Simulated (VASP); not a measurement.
Write the native input for VASP 6.6.1 that does the following.

```
Task                   : single point
Functional             : PBE
Potentials or basis    : VASP PAW PBE potentials, release 64 (Ta_pv)
Cutoff                 : 520 eV
k mesh                 : 18 × 18 × 18
Occupations            : gaussian, width 0.1 eV
Spin                   : no spin polarisation
Dipole correction      : no
Further INCAR settings : ALGO = Normal; EDIFF = 1e-06; NBANDS = 12
```

The structure of Ta lies in POSCAR:

```
Ta
1.0
   -1.6594835670      1.6594835670      1.6594835670
    1.6594835670     -1.6594835670      1.6594835670
    1.6594835670      1.6594835670     -1.6594835670
Ta
1
Direct
    0.0000000000      0.0000000000      0.0000000000
```

These files were run (other wordings do the same):

INCAR

```
PREC     = Accurate       # precision mode
ENCUT    = 520            # plane-wave cutoff, eV
EDIFF    = 1E-6           # SCF threshold, eV
ISMEAR   = 0              # smearing method
SIGMA    = 0.1            # smearing width, eV
LREAL    = F              # projectors in reciprocal space
LASPH    = T              # aspherical terms in the spheres
NELM     = 80             # most SCF steps
ALGO     = Normal         # electronic algorithm
ISIF     = 2              # what is computed and relaxed
LWAVE    = F              # write WAVECAR
LCHARG   = T              # write CHGCAR
GGA      = PE             # functional
LELF     = T              # ELF
LVHAR    = T            
NBANDS   = 12             # bands
```

KPOINTS

```
regular mesh
0
Gamma
  18 18 18
```

Potentials or basis: VASP PAW PBE potentials, release 64 (Ta_pv).

Run with:

```console
$ cat potpaw_PBE.64/Ta_pv/POTCAR > POTCAR
$ mpirun -np 1 vasp_std > vasp.out
```

Results of the run:

* Pressure: 0.1 GPa

Run time: 22 s on 1 thread of Intel(R) Xeon(R) Platinum 8259CL CPU @ 2.50GHz (Skylake/Cascade Lake) (shared host), peak memory 0.17 GiB.
